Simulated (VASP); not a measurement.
Set up this calculation in VASP 6.6.1, as the native input.

```yaml
Task: relaxation of cell and atoms
Functional: PBEsol
Potentials_or_basis: VASP PAW PBE potentials, release 64 (Li_sv)
Cutoff: 600 eV
k_mesh: 18 × 18 × 18
Occupations: gaussian, width 0.1 eV
Spin: no spin polarisation
Dipole_correction: no
Further_INCAR_settings: ALGO = Fast; EDIFF = 1e-07; IBRION = 2; EDIFFG = -0.01; NSW = 80; ISIF = 3
```

The structure of Li lies in POSCAR:

```
Li
1.0
   -1.7483560486      1.7483560486      1.6583071010
    1.7483560486     -1.7483560486      1.6583071010
    1.7483560486      1.7483560486     -1.6583071010
Li
1
Direct
    0.0000000000      0.0000000000      0.0000000000
```

These files were run (other wordings do the same):

INCAR

```
SYSTEM = Li
  ALGO = Fast
  EDIFF = 1E-7
  EDIFFG = -0.01
  ENCUT = 600
  GGA = PS
  IBRION = 2
  ISIF = 3
  ISMEAR = 0
  LASPH = .TRUE.
  LCHARG = .FALSE.
  LREAL = .FALSE.
  LWAVE = .FALSE.
  NELM = 100
  NSW = 80
  PREC = Accurate
  SIGMA = 0.1
```

KPOINTS

```
k-points
0
G
  18 18 18
  0 0 0
```

Potentials or basis: VASP PAW PBE potentials, release 64 (Li_sv).

Run with:

```sh
$ cat potpaw_PBE.64/Li_sv/POTCAR > POTCAR
$ mpirun -np 1 vasp_std > vasp.out
```

Results of the run:

```
Relaxed volume                        : 20.06 Å³/atom
Relaxed cell                          : a = 2.966 Å, b = 2.966 Å, c = 2.966 Å, α = 108.18°, β = 108.18°, γ = 112.09°
Space group after relaxing (to 0.1 Å) : I4/mmm (No. 139)
Energy gained by relaxing             : 0.2 meV/atom
Ionic steps                           : 3
Pressure after relaxing               : 0.0 GPa
Band gap on the k mesh                : zero (an odd number of electrons rules out a gap without spin polarisation)
```

Caveat: the cutoff is under 1.25 times the usual one of these potentials, so pressure, stress and relaxed cells hold a basis-set (Pulay) error; the PAW data sets were made with another functional, which shifts forces and pressure a little.

Run time: 3.1 min on 1 thread of AMD EPYC 7R43 64-Core Processor (Zen 3), on a shared host, peak memory 0.14 GiB.
